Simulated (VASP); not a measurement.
# Ir (Fm-3m) in VASP: further runs

The runs below take Ir through electric field gradients, with PBEsol, PBE.

Everything below comes from runs of VASP 6.6.1. Logs are shortened: lines on timing, memory, paths and dates and some standing lists are left out, and cuts for length are marked.

**1. The cell of the first run**

The structure is cubic, space group Fm-3m (No. 225). The conventional cell has a = 3.854 Å, b = 3.854 Å, c = 3.854 Å, α = 90.00°, β = 90.00°, γ = 90.00°. Within 3.6 Å of Ir (site symmetry m-3m) lie 12 Ir at 2.73 Å.

**2. Electric field gradients, PBEsol**

INCAR reads:

```
SYSTEM = Ir
PREC = Accurate
ENCUT = 520
EDIFF = 1E-8
ISMEAR = -1
SIGMA = 0.03
LREAL = .False.
LASPH = .True.
NELM = 80
ALGO = Normal
ISIF = 2
LWAVE = .False.
LCHARG = .False.
GGA = PS
LEFG = .True.
NBANDS = 10
```

KPOINTS reads:

```
Automatic mesh
0
Gamma
  18 18 18
  0 0 0
```

POSCAR reads:

```
Ir
1.0
    0.0000000000      1.9269646676      1.9269646676
    1.9269646676      0.0000000000      1.9269646676
    1.9269646676      1.9269646676      0.0000000000
Ir
1
Direct
    0.0000000000      0.0000000000      0.0000000000
```

Potentials or basis: VASP PAW PBE potentials, release 64 (Ir).

Run with:

```bash
cat potpaw_PBE.64/Ir/POTCAR > POTCAR
mpirun -np 1 vasp_std > vasp.out
```

OUTCAR:

```text
SYSTEM = Ir
   PREC = Accurate
   ENCUT = 520
   EDIFF = 1E-8
   ISMEAR = -1
   LREAL = .False.
   LASPH = .True.
   NELM = 80
   ISIF = 2
   GGA = PS

 ion  position               nearest neighbor table
   1  0.000  0.000  0.000-

  LATTYP: Found a face centered cubic cell.
 ALAT       =     3.8539293352

  Lattice vectors:

 A1 = (   0.0000000000,   1.9269646676,   1.9269646676)
 A2 = (   1.9269646676,   0.0000000000,   1.9269646676)
 A3 = (   1.9269646676,   1.9269646676,   0.0000000000)

Analysis of symmetry for initial positions (statically):
=====================================================================
 Subroutine PRICEL returns:
 Original cell was already a primitive cell.

 Routine SETGRP: Setting up the symmetry group for a
 face centered cubic supercell.

 Subroutine GETGRP returns: Found 48 space group operations
 (whereof 48 operations were pure point group operations)
 out of a pool of 48 trial point group operations.

The static configuration has the point symmetry O_h .

Analysis of symmetry for dynamics (positions and initial velocities):
=====================================================================
 Subroutine PRICEL returns:
 Original cell was already a primitive cell.

 Routine SETGRP: Setting up the symmetry group for a
 face centered cubic supercell.

 Subroutine GETGRP returns: Found 48 space group operations
 (whereof 48 operations were pure point group operations)
 out of a pool of 48 trial point group operations.

The dynamic configuration has the point symmetry O_h .

 Subroutine INISYM returns: Found 48 space group operations
 (whereof 48 operations are pure point group operations),
 and found     1 'primitive' translations

----------------------------------------------------------------------------------------

                                     Primitive cell

  volume of cell :      14.3104

  direct lattice vectors                    reciprocal lattice vectors
     0.000000000  1.926964668  1.926964668    -0.259475437  0.259475437  0.259475437
     1.926964668  0.000000000  1.926964668     0.259475437 -0.259475437  0.259475437
     1.926964668  1.926964668  0.000000000     0.259475437  0.259475437 -0.259475437

  length of vectors
     2.725139567  2.725139567  2.725139567     0.449424641  0.449424641  0.449424641

  position of ions in fractional coordinates (direct lattice)
     0.000000000  0.000000000  0.000000000

  ion indices of the primitive-cell ions
   primitive index   ion index
                 1           1

----------------------------------------------------------------------------------------

 KPOINTS: Automatic mesh

Automatic generation of k-mesh.
 Grid dimensions read from file:
 generate k-points for:   18   18   18

 Generating k-lattice:

  Cartesian coordinates                     Fractional coordinates (reciprocal lattice)
    -0.014415302  0.014415302  0.014415302     0.055555556  0.000000000  0.000000000
     0.014415302 -0.014415302  0.014415302     0.000000000  0.055555556  0.000000000
     0.014415302  0.014415302 -0.014415302     0.000000000  0.000000000  0.055555556

  Length of vectors
     0.024968036  0.024968036  0.024968036

  Shift w.r.t. Gamma in fractional coordinates (k-lattice)
     0.000000000  0.000000000  0.000000000

 Subroutine IBZKPT returns following result:
 ===========================================

 Found    195 irreducible k-points:

 Following reciprocal coordinates:
            Coordinates               Weight
  0.000000  0.000000  0.000000      1.000000
  0.055556  0.000000  0.000000      8.000000
  0.111111  0.000000  0.000000      8.000000
  0.166667  0.000000  0.000000      8.000000
  0.222222  0.000000  0.000000      8.000000
  0.277778  0.000000  0.000000      8.000000
[... 16 lines left out ...]
 -0.277778  0.055556  0.000000     24.000000
 -0.222222  0.055556  0.000000     24.000000
 [... further k-points ...]
   k-points           NKPTS =    195   k-points in BZ     NKDIM =    195   number of bands    NBANDS=     10
   number of dos      NEDOS =    301   number of ions     NIONS =      1
   total plane-waves  NPLWV =   8000
   dimension x,y,z NGX =    20 NGY =   20 NGZ =   20
   dimension x,y,z NGXF=    40 NGYF=   40 NGZF=   40
   ions per type =               1
   NGX,Y,Z   is equivalent  to a cutoff of  12.20, 12.20, 12.20 a.u.
   NGXF,Y,Z  is equivalent  to a cutoff of  24.40, 24.40, 24.40 a.u.
 SYSTEM =  Ir
   PREC   = accura    normal or accurate (medium, high low for compatibility)
   ISTART =      0    job   : 0-new  1-cont  2-samecut
   ICHARG =      2    charge: 1-file 2-atom 10-const
   ISPIN  =      1    spin polarized calculation?
   LNONCOLLINEAR =      F non collinear calculations
   LSORBIT =      F    spin-orbit coupling
   LASPH  =      T    aspherical Exc in radial PAW
   ENCUT  =  520.0 eV  38.22 Ry    6.18 a.u.   5.07  5.07  5.07*2*pi/ulx,y,z
   NELM   =     80;   NELMIN=  2; NELMDL= -5     # of ELM steps
   EDIFF  = 0.1E-07   stopping-criterion for ELM
   LREAL  =      F    real-space projection
   EDIFFG = 0.1E-06   stopping-criterion for IOM
   NSW    =      0    number of steps for IOM
   IBRION =     -1    ionic relax: 0-MD 1-quasi-New 2-CG
   NFREE  =      0    steps in history (QN), initial steepest desc. (CG)
   ISIF   =      2    stress and relaxation
   ISYM   =      2    0-nonsym 1-usesym 2-fastsym
   POTIM  = 0.5000    time-step for ionic-motion
   TEBEG  =    0.0;   TEEND  =   0.0 temperature during run
   PSTRESS=    0.0 pullay stress
   NELECT =       9.0000    total number of electrons
   NUPDOWN=      -1.0000    fix difference up-down
   EMIN   =  10.00;   EMAX   =-10.00  energy-range for DOS
   EFERMI =   0.00;   METHOD = LEGACY
   ISMEAR =    -1;   SIGMA  =   0.03  broadening in eV -4-tet -1-fermi 0-gaus
   EFERMI_NEDOS =   21; number of points for ismear=-14 and -15
   IALGO  =     38    algorithm
   IMIX   =      4    mixing-type and parameters
     AMIX     =   0.40;   BMIX     =  1.00
     AMIX_MAG =   1.60;   BMIX_MAG =  1.00
  volume/ion in A,a.u.               =      14.31        96.57
  Fermi-wavevector in a.u.,A,eV,Ry     =   1.402615  2.650559 26.767147  1.967330
  Thomas-Fermi vector in A             =   2.525359
   LORBIT       =      0    0 simple, 1 ext, 2 COOP (PROOUT), +10 PAW based schemes
   GGA     = PS    functional components
   LHFCALC =     F    Hartree Fock is set to
   AEXX    =    0.0000 exact exchange contribution
   IVDW    =     0    specifies the selected vdW correction
   LEPSILON=     F    determine dielectric tensor
   LRPA    =     F    only Hartree local field effects (RPA)
 non-spin polarized calculation
  energy-cutoff  :      520.00
  volume of cell :       14.31
 maximum number of plane-waves:       397
   NGX = 11   NGY = 11   NGZ = 11

 number of electron       9.0000000 magnetization

 Free energy of the ion-electron system (eV)
  ---------------------------------------------------
  ext. energy  EPLUGINS =         0.00000000
  ---------------------------------------------------
  free energy    TOTEN  =        -9.81813175 eV

  energy without entropy =       -9.81499962  energy(sigma->0) =       -9.81656569

 E-fermi :  10.0826     XC(G=0): -14.0343

 val. band max:       10.0758878299   @ k =   0.5000   0.2222   0.1111
 cond. band min:      10.0899137716   @ k =   0.3333   0.1111   0.0556
 fundamental gap:      0.0140259417
 Fermi energy:        10.0826327564

 k-point     1 :       0.0000    0.0000    0.0000
  band No.  band energies     occupation
      1      -1.0193      2.00000
      2       6.2118      2.00000
      3       6.2118      2.00000
      4       6.2118      2.00000
      5       8.8786      2.00000
      6       8.8786      2.00000
      7      24.3882      0.00000
      8      29.8933      0.00000
      9      29.8933      0.00000
     10      29.8933      0.00000

 k-point     2 :       0.0556    0.0000    0.0000
  band No.  band energies     occupation
      1      -0.8833      2.00000
      2       6.1389      2.00000
      3       6.2710      2.00000
      4       6.2710      2.00000
      5       8.8402      2.00000
      6       8.8402      2.00000
      7      24.6231      0.00000
      8      29.1461      0.00000
      9      30.1160      0.00000
     10      30.1160      0.00000
[... 274 lines left out ...]
 k-point    24 :      -0.2222    0.0556    0.0000
  band No.  band energies     occupation
      1       1.1809      2.00000
      2       5.5477      2.00000
      3       6.6656      2.00000
      4       6.7571      2.00000
      5       8.5912      2.00000
      6       9.4372      2.00000
      7      24.1257      0.00000
      8      26.9387      0.00000
      9      31.9510      0.00000
     10      33.1786      0.00000

 [... further k-points ...]
[... 5 lines left out ...]
  --------------------------------------------------------------------------------------
  -------------------------------------------------------------------------------------
  Total       -0.5347462     -0.5347462     -0.5347462      0.0000000      0.0000000      0.0000000
  in kB      -59.8696904    -59.8696904    -59.8696904      0.0000000      0.0000000      0.0000000
  external PRESSURE =     -59.8696904 kB  Pullay stress =       0.0000000 kB

 VOLUME and BASIS-vectors are now :
 -----------------------------------------------------------------------------
  energy-cutoff  :      520.00
  volume of cell :       14.31
      direct lattice vectors                 reciprocal lattice vectors
     0.000000000  1.926964668  1.926964668    -0.259475437  0.259475437  0.259475437
     1.926964668  0.000000000  1.926964668     0.259475437 -0.259475437  0.259475437
     1.926964668  1.926964668  0.000000000     0.259475437  0.259475437 -0.259475437

 POSITION                                       TOTAL-FORCE (eV/Angst)
 -----------------------------------------------------------------------------------
      0.00000      0.00000      0.00000         0.000000      0.000000      0.000000
 -----------------------------------------------------------------------------------
    total drift:                                0.000000     -0.000000     -0.000000

  FREE ENERGIE OF THE ION-ELECTRON SYSTEM (eV)
  ---------------------------------------------------
  free  energy   TOTEN  =        -9.8181317482 eV

  energy  without entropy=       -9.8149996234  energy(sigma->0) =       -9.81656569

 Electric field gradients (V/A^2)
---------------------------------------------------------------------
 ion       V_xx      V_yy      V_zz      V_xy      V_xz      V_yz
---------------------------------------------------------------------
   1      -0.000    -0.000    -0.000     0.000     0.000     0.000
---------------------------------------------------------------------

 Electric field gradients after diagonalization (V/A^2)
 (convention: |V_zz| > |V_xx| > |V_yy|)
----------------------------------------------------------------------
 ion       V_xx      V_yy      V_zz     asymmetry (V_yy - V_xx)/ V_zz
----------------------------------------------------------------------
   1      -0.000    -0.000     0.000       0.000
----------------------------------------------------------------------

           NMR quadrupolar parameters

 Cq : quadrupolar parameter    Cq=e*Q*V_zz/h
 eta: asymmetry parameters     (V_yy - V_xx)/ V_zz
 Q  : nuclear electric quadrupole moment in mb (millibarn)
----------------------------------------------------------------------
 ion       Cq(MHz)       eta       Q (mb)
----------------------------------------------------------------------
   1       0.000       0.000       1.000
----------------------------------------------------------------------
```

Run time: 9.6 s. Hardware: 1 thread of Intel Xeon 6975P-C (Granite Rapids), shared host; peak memory 0.15 GiB.

Results:

| Property | Result |
| --- | --- |
| Free energy | -9.8181 eV |
| Pressure | -6.0 GPa |

Caveat: without QUAD_EFG the Cq values of the log hold for a quadrupole moment of 1 mb, not for the nuclei; the PAW data sets were made with another functional, which shifts forces and pressure a little; spin-orbit coupling is left out, which moves the levels of the heavy elements.

**3. Electric field gradients, PBE**

INCAR reads:

```
SYSTEM = Ir
PREC     = Accurate       ! precision mode
ENCUT    = 520            ! plane-wave cutoff, eV
EDIFF    = 1E-8           ! SCF threshold, eV
ISMEAR   = -1             ! smearing method
SIGMA    = 0.03           ! smearing width, eV
LREAL    = .FALSE.        ! projectors in reciprocal space
LASPH    = .TRUE.         ! aspherical terms in the spheres
NELM     = 60             ! most SCF steps
ALGO     = Normal         ! electronic algorithm
ISIF     = 2              ! what is computed and relaxed
LWAVE    = .FALSE.        ! write WAVECAR
LCHARG   = .FALSE.        ! write CHGCAR
GGA      = PE             ! functional
LEFG     = .TRUE.       
NBANDS   = 10             ! bands
```

KPOINTS reads:

```
Automatic mesh
0
G
  18 18 18
  0 0 0
```

POSCAR is that of step 2.

Potentials or basis: VASP PAW PBE potentials, release 64 (Ir).

Run with:

```bash
cat potpaw_PBE.64/Ir/POTCAR > POTCAR
mpirun -np 1 vasp_std > vasp.out
```

OUTCAR:

```text
SYSTEM = Ir
   PREC = Accurate
   ENCUT = 520
   EDIFF = 1E-8
   ISMEAR = -1
   LREAL = .FALSE.
   LASPH = .TRUE.
   NELM = 60
   ISIF = 2
   GGA = PE

 ion  position               nearest neighbor table
   1  0.000  0.000  0.000-

  LATTYP: Found a face centered cubic cell.
 ALAT       =     3.8539293352

  Lattice vectors:

 A1 = (   0.0000000000,   1.9269646676,   1.9269646676)
 A2 = (   1.9269646676,   0.0000000000,   1.9269646676)
 A3 = (   1.9269646676,   1.9269646676,   0.0000000000)

Analysis of symmetry for initial positions (statically):
=====================================================================
 Subroutine PRICEL returns:
 Original cell was already a primitive cell.

 Routine SETGRP: Setting up the symmetry group for a
 face centered cubic supercell.

 Subroutine GETGRP returns: Found 48 space group operations
 (whereof 48 operations were pure point group operations)
 out of a pool of 48 trial point group operations.

The static configuration has the point symmetry O_h .

Analysis of symmetry for dynamics (positions and initial velocities):
=====================================================================
 Subroutine PRICEL returns:
 Original cell was already a primitive cell.

 Routine SETGRP: Setting up the symmetry group for a
 face centered cubic supercell.

 Subroutine GETGRP returns: Found 48 space group operations
 (whereof 48 operations were pure point group operations)
 out of a pool of 48 trial point group operations.

The dynamic configuration has the point symmetry O_h .

 Subroutine INISYM returns: Found 48 space group operations
 (whereof 48 operations are pure point group operations),
[... 147 lines left out ...]

 k-point     1 :       0.0000    0.0000    0.0000
  band No.  band energies     occupation
      1      -0.7881      2.00000
      2       6.3900      2.00000
      3       6.3900      2.00000
      4       6.3900      2.00000
      5       9.0301      2.00000
      6       9.0301      2.00000
      7      24.5556      0.00000
      8      30.0740      0.00000
      9      30.0740      0.00000
     10      30.0740      0.00000
[... 287 lines left out ...]
 k-point    24 :      -0.2222    0.0556    0.0000
  band No.  band energies     occupation
      1       1.4066      2.00000
      2       5.7341      2.00000
      3       6.8390      2.00000
      4       6.9297      2.00000
      5       8.7500      2.00000
      6       9.5932      2.00000
      7      24.3251      0.00000
      8      27.1047      0.00000
      9      32.1425      0.00000
     10      33.3735      0.00000

 [... further k-points ...]
[... 5 lines left out ...]
  --------------------------------------------------------------------------------------
  -------------------------------------------------------------------------------------
  Total        0.4632749      0.4632749      0.4632749     -0.0000000     -0.0000000      0.0000000
  in kB       51.8678275     51.8678275     51.8678275     -0.0000000     -0.0000000      0.0000000
  external PRESSURE =      51.8678275 kB  Pullay stress =       0.0000000 kB

 VOLUME and BASIS-vectors are now :
 -----------------------------------------------------------------------------
  energy-cutoff  :      520.00
  volume of cell :       14.31
      direct lattice vectors                 reciprocal lattice vectors
     0.000000000  1.926964668  1.926964668    -0.259475437  0.259475437  0.259475437
     1.926964668  0.000000000  1.926964668     0.259475437 -0.259475437  0.259475437
     1.926964668  1.926964668  0.000000000     0.259475437  0.259475437 -0.259475437

 POSITION                                       TOTAL-FORCE (eV/Angst)
 -----------------------------------------------------------------------------------
      0.00000      0.00000      0.00000         0.000000      0.000000      0.000000
 -----------------------------------------------------------------------------------
    total drift:                                0.000000      0.000000     -0.000000

  FREE ENERGIE OF THE ION-ELECTRON SYSTEM (eV)
  ---------------------------------------------------
  free  energy   TOTEN  =        -8.8493099382 eV

  energy  without entropy=       -8.8461892540  energy(sigma->0) =       -8.84774960

 Electric field gradients (V/A^2)
---------------------------------------------------------------------
 ion       V_xx      V_yy      V_zz      V_xy      V_xz      V_yz
---------------------------------------------------------------------
   1      -0.000     0.000     0.000     0.000     0.000     0.000
---------------------------------------------------------------------

 Electric field gradients after diagonalization (V/A^2)
 (convention: |V_zz| > |V_xx| > |V_yy|)
----------------------------------------------------------------------
 ion       V_xx      V_yy      V_zz     asymmetry (V_yy - V_xx)/ V_zz
----------------------------------------------------------------------
   1      -0.000    -0.000     0.000       0.000
----------------------------------------------------------------------

           NMR quadrupolar parameters

 Cq : quadrupolar parameter    Cq=e*Q*V_zz/h
 eta: asymmetry parameters     (V_yy - V_xx)/ V_zz
 Q  : nuclear electric quadrupole moment in mb (millibarn)
----------------------------------------------------------------------
 ion       Cq(MHz)       eta       Q (mb)
----------------------------------------------------------------------
   1       0.000       0.000       1.000
----------------------------------------------------------------------
```

stdout:

```text
POSCAR found type information on POSCAR Ir
 POSCAR found :  1 types and       1 ions
 scaLAPACK will be used
 LDA part: xc-table for (Slater+PW92), standard interpolation
 POSCAR, INCAR and KPOINTS ok, starting setup
 FFT: planning ... GRIDC
 FFT: planning ... GRID_SOFT
 FFT: planning ... GRID
 WAVECAR not read
 entering main loop
ion   1
```

Wall time 9.6 s (1 thread of Intel Xeon 6975P-C (Granite Rapids), shared host); peak memory 0.15 GiB.

What came out:

```yaml
Free_energy: -8.8493 eV
Pressure: 5.2 GPa
```

Levels at points of the mesh, in eV from the Fermi level:
```csv
k point,band 2,band 3,band 4,band 5,band 6,band 7
"(0.00, 0.00, 0.00)",-3.85,-3.85,-3.85,-1.21,-1.21,14.31
"(0.50, 0.00, 0.00)",-3.95,-3.95,-0.77,0.84,0.84,7.11
"(0.50, 0.50, 0.00)",-7.25,0.81,1.41,1.41,1.67,10.32
```

Caveat: without QUAD_EFG the Cq values of the log hold for a quadrupole moment of 1 mb, not for the nuclei; spin-orbit coupling is left out, which moves the levels of the heavy elements.

(Continued in part 2 of 3.)
